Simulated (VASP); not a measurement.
# PtS2 (P4_2/mnm) in VASP: further runs

The runs below take PtS2 through single point, with r2SCAN, PBE, LDA.

Everything below comes from runs of VASP 6.6.1. Logs are shortened: lines on timing, memory, paths and dates and some standing lists are left out, and cuts for length are marked.

## (1) The cell of the first run

Symmetry: P4_2/mnm, No. 136, tetragonal system. Conventional cell: a = 5.423 Å, b = 5.423 Å, c = 3.788 Å, α = 90.00°, β = 90.00°, γ = 90.00°. Within 3.1 Å of Pt (site symmetry mmm) lie 6 S at 2.37 to 2.39 Å. Within 3.1 Å of S (site symmetry m2m) lie 3 Pt at 2.37 to 2.39 Å and 1 S at 2.93 Å.

## (2) Single point, r2SCAN

The input, POSCAR:

```
PtS2
1.0
    5.4233923774      0.0000000000      0.0000000000
    0.0000000000      5.4233923774      0.0000000000
    0.0000000000      0.0000000000      3.7881554414
Pt S
2 4
Direct
    0.0000000000      0.0000000000      0.0000000000
    0.5000000000      0.5000000000      0.5000000000
    0.3093123642      0.3093123642      0.0000000000
    0.1906876358      0.8093123642      0.5000000000
    0.8093123642      0.1906876358      0.5000000000
    0.6906876358      0.6906876358      0.0000000000
```

The input, INCAR.step1:

```
SYSTEM = PtS2
ALGO     = Normal         ! electronic algorithm
EDIFF    = 1E-4           ! SCF threshold, eV
ENCUT    = 520            ! plane-wave cutoff, eV
GGA      = PE             ! functional
ISMEAR   = -1             ! smearing method
LASPH    = .TRUE.         ! aspherical terms in the spheres
LCHARG   = .FALSE.        ! write CHGCAR
LREAL    = .FALSE.        ! projectors in reciprocal space
LWAVE    = .TRUE.         ! write WAVECAR
NBANDS   = 31             ! bands
NELM     = 80             ! most SCF steps
PREC     = Accurate       ! precision mode
SIGMA    = 0.02           ! smearing width, eV
```

The input, INCAR.step2:

```
SYSTEM = PtS2
ALGO     = Normal         ! electronic algorithm
EDIFF    = 1E-6           ! SCF threshold, eV
ENCUT    = 520            ! plane-wave cutoff, eV
ISIF     = 2              ! what is computed and relaxed
ISMEAR   = -1             ! smearing method
ISTART   = 1            
LASPH    = .TRUE.         ! aspherical terms in the spheres
LCHARG   = .TRUE.         ! write CHGCAR
LELF     = .TRUE.         ! ELF
LMIXTAU  = .TRUE.       
LREAL    = .FALSE.        ! projectors in reciprocal space
LVHAR    = .TRUE.       
LWAVE    = .FALSE.        ! write WAVECAR
METAGGA  = R2SCAN         ! meta-GGA
NBANDS   = 31             ! bands
NELM     = 80             ! most SCF steps
PREC     = Accurate       ! precision mode
SIGMA    = 0.02           ! smearing width, eV
```

The input, KPOINTS:

```
k-points
0
G
  4 4 6
  0 0 0
```

Potentials or basis: VASP PAW PBE potentials, release 64 (Pt, S).

On the command line:

```
$ cat potpaw_PBE.64/Pt/POTCAR potpaw_PBE.64/S/POTCAR > POTCAR
$ cp INCAR.step1 INCAR
$ mpirun -np 1 vasp_std > vasp.out
$ cp INCAR.step2 INCAR
$ mpirun -np 1 vasp_std > vasp.out
```

OUTCAR:

```text
SYSTEM = PtS2
   EDIFF = 1E-6
   ENCUT = 520
   ISIF = 2
   ISMEAR = -1
   ISTART = 1
   LASPH = .TRUE.
   LREAL = .FALSE.
   METAGGA = R2SCAN
   NELM = 80
   PREC = Accurate

 ion  position               nearest neighbor table
   1  0.000  0.000  0.000-   3 2.37   6 2.37   5 2.39   4 2.39   4 2.39   5 2.39
   2  0.500  0.500  0.500-   4 2.37   5 2.37   3 2.39   6 2.39   3 2.39   6 2.39
   3  0.309  0.309  0.000-   1 2.37   2 2.39   2 2.39
   4  0.191  0.809  0.500-   2 2.37   1 2.39   1 2.39
   5  0.809  0.191  0.500-   2 2.37   1 2.39   1 2.39
   6  0.691  0.691  0.000-   1 2.37   2 2.39   2 2.39

  LATTYP: Found a simple tetragonal cell.
 ALAT       =     5.4233923774
 C/A-ratio  =     0.6984844868

  Lattice vectors:

 A1 = (   5.4233923774,   0.0000000000,   0.0000000000)
 A2 = (   0.0000000000,   5.4233923774,   0.0000000000)
 A3 = (   0.0000000000,   0.0000000000,   3.7881554414)

Analysis of symmetry for initial positions (statically):
=====================================================================
 Subroutine PRICEL returns:
 Original cell was already a primitive cell.

 Routine SETGRP: Setting up the symmetry group for a
 simple tetragonal supercell.

 Subroutine GETGRP returns: Found 16 space group operations
 (whereof  8 operations were pure point group operations)
 out of a pool of 16 trial point group operations.

The static configuration has the point symmetry D_2h.
 The point group associated with its full space group is D_4h.

Analysis of symmetry for dynamics (positions and initial velocities):
=====================================================================
 Subroutine PRICEL returns:
 Original cell was already a primitive cell.

 Routine SETGRP: Setting up the symmetry group for a
 simple tetragonal supercell.

 Subroutine GETGRP returns: Found 16 space group operations
 (whereof  8 operations were pure point group operations)
 out of a pool of 16 trial point group operations.

The dynamic configuration has the point symmetry D_2h.
 The point group associated with its full space group is D_4h.

 Subroutine INISYM returns: Found 16 space group operations
 (whereof  8 operations are pure point group operations),
 and found     1 'primitive' translations

----------------------------------------------------------------------------------------

                                     Primitive cell

  volume of cell :     111.4217

  direct lattice vectors                    reciprocal lattice vectors
     5.423392377  0.000000000  0.000000000     0.184386438  0.000000000  0.000000000
     0.000000000  5.423392377  0.000000000     0.000000000  0.184386438  0.000000000
     0.000000000  0.000000000  3.788155441     0.000000000  0.000000000  0.263980720

  length of vectors
     5.423392377  5.423392377  3.788155441     0.184386438  0.184386438  0.263980720

  position of ions in fractional coordinates (direct lattice)
     0.000000000  0.000000000  0.000000000
     0.500000000  0.500000000  0.500000000
     0.309312364  0.309312364  0.000000000
     0.190687636  0.809312364  0.500000000
     0.809312364  0.190687636  0.500000000
     0.690687636  0.690687636  0.000000000

  ion indices of the primitive-cell ions
   primitive index   ion index
                 1           1
                 2           2
                 3           3
                 4           4
                 5           5
                 6           6

----------------------------------------------------------------------------------------

 KPOINTS: k-points

Automatic generation of k-mesh.
 Grid dimensions read from file:
 generate k-points for:    4    4    6

 Generating k-lattice:

  Cartesian coordinates                     Fractional coordinates (reciprocal lattice)
     0.046096609  0.000000000  0.000000000     0.250000000  0.000000000  0.000000000
     0.000000000  0.046096609  0.000000000     0.000000000  0.250000000  0.000000000
     0.000000000  0.000000000  0.043996787     0.000000000  0.000000000  0.166666667

  Length of vectors
     0.046096609  0.046096609  0.043996787

  Shift w.r.t. Gamma in fractional coordinates (k-lattice)
     0.000000000  0.000000000  0.000000000

 Subroutine IBZKPT returns following result:
 ===========================================

 Found     24 irreducible k-points:

 Following reciprocal coordinates:
            Coordinates               Weight
  0.000000  0.000000  0.000000      1.000000
  0.250000  0.000000  0.000000      4.000000
  0.500000  0.000000  0.000000      2.000000
  0.250000  0.250000  0.000000      4.000000
  0.500000  0.250000  0.000000      4.000000
  0.500000  0.500000  0.000000      1.000000
[... 16 lines left out ...]
  0.500000  0.250000  0.500000      4.000000
  0.500000  0.500000  0.500000      1.000000
   k-points           NKPTS =     24   k-points in BZ     NKDIM =     24   number of bands    NBANDS=     31
   number of dos      NEDOS =    301   number of ions     NIONS =      6
   total plane-waves  NPLWV =  44800
   dimension x,y,z NGX =    40 NGY =   40 NGZ =   28
   dimension x,y,z NGXF=    80 NGYF=   80 NGZF=   56
   ions per type =               2   4
   NGX,Y,Z   is equivalent  to a cutoff of  12.26, 12.26, 12.29 a.u.
   NGXF,Y,Z  is equivalent  to a cutoff of  24.52, 24.52, 24.58 a.u.
 SYSTEM =  PtS2
   PREC   = accura    normal or accurate (medium, high low for compatibility)
   ISTART =      1    job   : 0-new  1-cont  2-samecut
   ICHARG =      0    charge: 1-file 2-atom 10-const
   ISPIN  =      1    spin polarized calculation?
   LNONCOLLINEAR =      F non collinear calculations
   LSORBIT =      F    spin-orbit coupling
   LASPH  =      T    aspherical Exc in radial PAW
   ENCUT  =  520.0 eV  38.22 Ry    6.18 a.u.  10.08 10.08  7.04*2*pi/ulx,y,z
   NELM   =     80;   NELMIN=  2; NELMDL=  0     # of ELM steps
   EDIFF  = 0.1E-05   stopping-criterion for ELM
   LREAL  =      F    real-space projection
   EDIFFG = 0.1E-04   stopping-criterion for IOM
   NSW    =      0    number of steps for IOM
   IBRION =     -1    ionic relax: 0-MD 1-quasi-New 2-CG
   NFREE  =      0    steps in history (QN), initial steepest desc. (CG)
   ISIF   =      2    stress and relaxation
   ISYM   =      2    0-nonsym 1-usesym 2-fastsym
   POTIM  = 0.5000    time-step for ionic-motion
   TEBEG  =    0.0;   TEEND  =   0.0 temperature during run
   PSTRESS=    0.0 pullay stress
   NELECT =      44.0000    total number of electrons
   NUPDOWN=      -1.0000    fix difference up-down
   EMIN   =  10.00;   EMAX   =-10.00  energy-range for DOS
   EFERMI =   0.00;   METHOD = LEGACY
   ISMEAR =    -1;   SIGMA  =   0.02  broadening in eV -4-tet -1-fermi 0-gaus
   EFERMI_NEDOS =   21; number of points for ismear=-14 and -15
   IALGO  =     38    algorithm
   IMIX   =      4    mixing-type and parameters
     AMIX     =   0.40;   BMIX     =  1.00
     AMIX_MAG =   1.60;   BMIX_MAG =  1.00
  volume/ion in A,a.u.               =      18.57       125.32
  Fermi-wavevector in a.u.,A,eV,Ry     =   1.201072  2.269697 19.627416  1.442574
  Thomas-Fermi vector in A             =   2.336891
   LORBIT       =      0    0 simple, 1 ext, 2 COOP (PROOUT), +10 PAW based schemes
   METAGGA = R2SCAN    functional components
   LHFCALC =     F    Hartree Fock is set to
   AEXX    =    0.0000 exact exchange contribution
   IVDW    =     0    specifies the selected vdW correction
   LEPSILON=     F    determine dielectric tensor
   LRPA    =     F    only Hartree local field effects (RPA)
 non-spin polarized calculation
  energy-cutoff  :      520.00
  volume of cell :      111.42
 maximum number of plane-waves:      3020
   NGX = 21   NGY = 21   NGZ = 15

 number of electron      43.9999989 magnetization

 Free energy of the ion-electron system (eV)
  ---------------------------------------------------
  ext. energy  EPLUGINS =         0.00000000
  ---------------------------------------------------
  free energy    TOTEN  =      -135.57631487 eV

  energy without entropy =     -135.56297446  energy(sigma->0) =     -135.56964467

 E-fermi :   5.9926     XC(G=0): -11.3023

 val. band max:        5.9816602083   @ k =   0.0000   0.0000   0.5000
 cond. band min:       6.0109784313   @ k =   0.5000   0.2500   0.0000
 fundamental gap:      0.0293182230
 Fermi energy:         5.9925759699

 k-point     1 :       0.0000    0.0000    0.0000
  band No.  band energies     occupation
      1      -9.5080      2.00000
      2      -7.6979      2.00000
      3      -6.8317      2.00000
      4      -6.8317      2.00000
      5      -2.2373      2.00000
      6      -1.4896      2.00000
[... 23 lines left out ...]
     30      12.0858      0.00000
     31      12.9889      0.00000

 k-point     2 :       0.2500    0.0000    0.0000
  band No.  band energies     occupation
      1      -9.2813      2.00000
      2      -7.9483      2.00000
      3      -7.0126      2.00000
      4      -6.8995      2.00000
      5      -1.6170      2.00000
      6      -1.1943      2.00000
[... 23 lines left out ...]
     30      12.7323      0.00000
     31      13.9393      0.00000

 k-point     3 :       0.5000    0.0000    0.0000
  band No.  band energies     occupation
      1      -8.6640      2.00000
      2      -8.6640      2.00000
      3      -7.0237      2.00000
      4      -7.0237      2.00000
      5      -0.8011      2.00000
      6      -0.8011      2.00000
[... 23 lines left out ...]
     30      13.5091      0.00000
     31      15.1675      0.00000

 k-point     4 :       0.2500    0.2500    0.0000
  band No.  band energies     occupation
      1      -9.0987      2.00000
      2      -8.1356      2.00000
      3      -7.0574      2.00000
      4      -6.9491      2.00000
      5      -1.8130      2.00000
      6      -0.7643      2.00000
[... 635 lines left out ...]
     30      14.7400      0.00000
     31      15.4024      0.00000

 k-point    23 :       0.5000    0.2500    0.5000
  band No.  band energies     occupation
      1      -7.6733      2.00000
      2      -7.6733      2.00000
      3      -7.3674      2.00000
      4      -7.3674      2.00000
      5      -1.1548      2.00000
      6      -1.1548      2.00000
[... 23 lines left out ...]
     30      13.7761      0.00000
     31      15.6521      0.00000

 k-point    24 :       0.5000    0.5000    0.5000
  band No.  band energies     occupation
      1      -7.7196      2.00000
      2      -7.7196      2.00000
      3      -7.2816      2.00000
      4      -7.2816      2.00000
      5      -1.2753      2.00000
      6      -1.2753      2.00000
[... 23 lines left out ...]
     30      13.0125      0.00000
     31      15.2288      0.00000

------------------------ aborting loop because EDIFF is reached ----------------------------------------

  FORCE on cell =-STRESS in cart. coord.  units (eV):
  Direction    XX          YY          ZZ          XY          YZ          ZX
  --------------------------------------------------------------------------------------
  -------------------------------------------------------------------------------------
  Total       -0.0183408     -0.0183408     -0.0054351      0.0000000      0.0000000      0.0000000
  in kB       -0.2637297     -0.2637297     -0.0781528      0.0000000      0.0000000      0.0000000
  external PRESSURE =      -0.2018707 kB  Pullay stress =       0.0000000 kB

 VOLUME and BASIS-vectors are now :
 -----------------------------------------------------------------------------
  energy-cutoff  :      520.00
  volume of cell :      111.42
      direct lattice vectors                 reciprocal lattice vectors
     5.423392377  0.000000000  0.000000000     0.184386438  0.000000000  0.000000000
     0.000000000  5.423392377  0.000000000     0.000000000  0.184386438  0.000000000
     0.000000000  0.000000000  3.788155441     0.000000000  0.000000000  0.263980720

 POSITION                                       TOTAL-FORCE (eV/Angst)
 -----------------------------------------------------------------------------------
      0.00000      0.00000      0.00000         0.000000      0.000000      0.000000
      2.71170      2.71170      1.89408         0.000000      0.000000      0.000000
      1.67752      1.67752      0.00000         0.003352      0.003352     -0.000000
      1.03417      4.38922      1.89408        -0.003352      0.003352      0.000000
      4.38922      1.03417      1.89408         0.003352     -0.003352      0.000000
      3.74587      3.74587      0.00000        -0.003352     -0.003352      0.000000
 -----------------------------------------------------------------------------------
    total drift:                               -0.000000      0.000000     -0.000000

  FREE ENERGIE OF THE ION-ELECTRON SYSTEM (eV)
  ---------------------------------------------------
  free  energy   TOTEN  =      -135.5763148738 eV

  energy  without entropy=     -135.5629744591  energy(sigma->0) =     -135.56964467
```

Run time: 2.4 min. Hardware: 1 thread of Intel Xeon Platinum 8375C at 2.90GHz (Ice Lake), shared host; peak memory 0.25 GiB.

Results:

```
Free energy            : -135.5763 eV
Pressure               : 0.0 GPa
Largest force          : 0.005 eV/Å
Band gap on the k mesh : zero (band 22 reaches 6.36 eV, above the bottom of band 23 at 5.86 eV)
```

Forces on the atoms (eV/Å):
```
Pt   0.000  0.000  0.000
Pt   0.000  0.000  0.000
S    0.003  0.003  0.000
S   -0.003  0.003  0.000
S    0.003 -0.003  0.000
S   -0.003 -0.003  0.000
```

Levels at points of the mesh, in eV from the Fermi level:
```csv
k point,band 19,band 20,band 21,band 22,band 23,band 24,band 25,band 26
"(0.00, 0.00, 0.00)",-1.24,-0.44,-0.12,-0.12,0.26,2.87,2.87,3.15
"(0.50, 0.00, 0.00)",-1.28,-1.28,-0.61,-0.61,2.38,2.38,2.54,2.54
"(0.50, 0.50, 0.00)",-1.37,-1.37,0.36,0.36,0.50,0.50,2.74,2.74
"(0.00, 0.00, 0.50)",-0.96,-0.96,-0.01,-0.01,0.65,0.65,1.15,1.15
"(0.50, 0.00, 0.50)",-1.13,-1.13,-0.96,-0.96,0.07,0.07,3.69,3.69
"(0.50, 0.50, 0.50)",-0.44,-0.44,-0.33,-0.33,1.33,1.33,1.40,1.40
```

Caveat: the PAW data sets were made with another functional, which shifts forces and pressure a little; spin-orbit coupling is left out, which moves the levels of the heavy elements.

(Part 1 of 2 ends here.)
